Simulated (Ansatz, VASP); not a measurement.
**Ca2Ge2N in VASP and in Ansatz**

INCAR

```
SYSTEM = Ca2Ge2N
ALGO = Normal
EDIFF = 1E-6
EDIFFG = -0.04
ENCUT = 600
GGA = PE
IBRION = 2
ISIF = 3
ISMEAR = 0
LASPH = .True.
LCHARG = .False.
LREAL = .False.
LWAVE = .False.
NELM = 100
NSW = 90
PREC = Accurate
SIGMA = 0.1
```

The input KPOINTS:

```
k-points
0
Gamma
  6 6 4
  0 0 0
```

Contents of POSCAR:

```
Ca2Ge2N
1.0
    4.3244437100      0.0000000000      0.0000000000
   -2.1622218600      3.7450781100      0.0000000000
    0.0000000000      0.0000000000      7.2043394700
Ca Ge N
2 2 1
Direct
    0.3333333300      0.6666666700      0.6286000000
    0.6666666700      0.3333333300      0.3714000000
    0.3333333300      0.6666666700      0.2570999900
    0.6666666700      0.3333333300      0.7429000100
    0.0000000000      0.0000000000      0.0000000000
```

Input for Ansatz:

```yaml
crystal:
  lattice:
    - [4.32444371, 0.0, 0.0]
    - [-2.16222186, 3.74507811, 0.0]
    - [0.0, 0.0, 7.20433947]
  atoms:
    - { symbol: Ca, position: [0.33333333, 0.66666667, 0.6286] }
    - { symbol: Ca, position: [0.66666667, 0.33333333, 0.3714] }
    - { symbol: Ge, position: [0.33333333, 0.66666667, 0.25709999] }
    - { symbol: Ge, position: [0.66666667, 0.33333333, 0.74290001] }
    - { symbol: "N", position: [0.0, 0.0, 0.0] }
basis:
  ecutwfc: 420
kpoints:
  mp_grid: { grid: [6, 6, 4] }
hamiltonian:
  xc: pbe
scf:
  occupations: { method: gaussian, width: 0.1 }
  lower_state_search: "off"
output:
  forces: true
  stress: true
  eigenvalues: true
relax:
  adjacent_minimum: "off"
  f_tol: 0.04
  max_steps: 70
  cell: { stress_tol: 0.4 }
```

Change from the starting cell: species swapped into the SrMg2Sb2 type (P-3m1, No. 164).

Alike in both runs: task relaxation of cell and atoms; functional PBE; k mesh 6 × 6 × 4; occupations gaussian, width 0.1 eV; no spin polarisation.

|  | VASP | Ansatz |
| --- | --- | --- |
| version | VASP 6.6.1 | Ansatz 0.2.0 |
| potentials or method | VASP PAW PBE potentials, release 64 (Ca_sv, Ge_d, N), cutoff 600 eV | scalar-relativistic, plane waves, PAW |
| valence electrons in the cell | 53 | 53 |

```csv
,VASP,Ansatz,Ansatz less VASP
"gap on the k mesh at the Fermi level, each at its own relaxed structure (eV)",none,none,-
relaxed volume (Å³/atom),23.95,23.96,+0.009
relaxed length of the cell vector where the two differ most in proportion (Å),8.245,8.235,-0.0100
```

A gap of «none» marks a metal or a gap that the smearing closes.
